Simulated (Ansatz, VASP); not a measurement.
CdTe: VASP beside Ansatz

The input INCAR:

```
ALGO     = Normal         # electronic algorithm
EDIFF    = 1E-6           # SCF threshold, eV
ENCUT    = 500            # plane-wave cutoff, eV
GGA      = PE             # functional
GGA_COMPAT= False        
ISIF     = 2              # what is computed and relaxed
ISMEAR   = 0              # smearing method
LASPH    = True           # aspherical terms in the spheres
LCHARG   = False          # write CHGCAR
LREAL    = False          # projectors in reciprocal space
LWAVE    = False          # write WAVECAR
NBANDS   = 16             # bands
NELM     = 120            # most SCF steps
PREC     = Accurate       # precision mode
SIGMA    = 0.1            # smearing width, eV
```

Contents of KPOINTS:

```
k-points
0
Gamma
  6 6 6
```

The input POSCAR:

```
CdTe
1.0
    0.0000000000      3.2821135600      3.2821135600
    3.2821135600      0.0000000000      3.2821135600
    3.2821135600      3.2821135600      0.0000000000
Cd Te
1 1
Direct
    0.0000000000      0.0000000000      0.0000000000
    0.2500000000      0.2500000000      0.2500000000
```

Input for Ansatz:

```yaml
crystal:
  lattice:
    - [0.0, 3.28211356, 3.28211356]
    - [3.28211356, 0.0, 3.28211356]
    - [3.28211356, 3.28211356, 0.0]
  atoms:
    - { symbol: Cd, position: [0.0, 0.0, 0.0] }
    - { symbol: Te, position: [0.25, 0.25, 0.25] }
basis:
  ecutwfc: 420
kpoints:
  mp_grid: { grid: [6, 6, 6] }
hamiltonian:
  xc: pbe
  pseudopotentials: { kind: paw }
scf:
  occupations: { method: gaussian, width: 0.1 }
output:
  forces: true
  stress: true
  eigenvalues: true
```

Alike in both runs: task single point; functional PBE; k mesh 6 × 6 × 6; occupations gaussian, width 0.1 eV; no spin polarisation.

|  | VASP | Ansatz |
| --- | --- | --- |
| version | VASP 6.6.1 | Ansatz 0.2.0 |
| potentials or method | VASP PAW PBE potentials, release 64 (Cd, Te), cutoff 500 eV | scalar-relativistic, plane waves, PAW |
| valence electrons in the cell | 18 | 36 |

|  | VASP | Ansatz | Ansatz less VASP |
| --- | --- | --- | --- |
| gap on the k mesh at the Fermi level (eV) | 0.65 | 0.66 | +0.002 |
| least direct gap on the mesh (eV) | 0.65 | 0.66 | +0.002 |
| pressure (GPa) | 1.1 | 0.9 | -0.12 |

VASP's potentials hold 18 valence electrons a cell and Ansatz's 36, so a difference there can come from the potentials and not from the codes.

Neither program's run includes spin-orbit coupling.
